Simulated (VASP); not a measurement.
Crystal: GaSb3.

```
Sb Ga
1.0
     0.00000    3.73060    3.73060
     3.73060    0.00000    3.73060
     3.73060    3.73060    0.00000
Sb Ga
3 1
Direct
  0.50000 0.50000 0.50000
  0.75000 0.75000 0.75000
  0.25000 0.25000 0.25000
  0.00000 0.00000 0.00000
```

| Property | Result |
| --- | --- |
| Program | VASP 6.6.1 |
| Task | relaxation of cell and atoms |
| Functional | PBEsol |
| Potentials or basis | VASP PAW PBE potentials, release 64 (Sb, Ga_d) |
| Cutoff | 600 eV |
| k mesh | 6 × 6 × 6 |
| Occupations | fermi-dirac, width 0.05 eV |
| Spin | no spin polarisation |

At the start: pressure -3.5 GPa; volume 25.96 Å³/atom.

Problem. Where does the relaxation end?

Solution. Over 3 steps the energy falls by 20.0 meV/atom and the volume is 24.24 Å³/atom (-6.6 %); space group Fm-3m (No. 225, to 0.05 Å).

Step by step:
```
step  energy change (eV)  largest force (eV/Å)  pressure (GPa)  volume (Å³)
   1              0.0000                0.0000           -3.46       103.84
   2             -0.0764                0.0000            0.88        95.65
   3             -0.0799                0.0000            0.00        96.97
```

Final structure:
```
Sb Ga
1.0
     0.00000    3.64638    3.64638
     3.64638    0.00000    3.64638
     3.64638    3.64638    0.00000
Sb Ga
3 1
Direct
  0.50000 0.50000 0.50000
  0.75000 0.75000 0.75000
  0.25000 0.25000 0.25000
  0.00000 0.00000 0.00000
```

Caveat: the PAW data sets were made with another functional, which shifts forces and pressure a little.
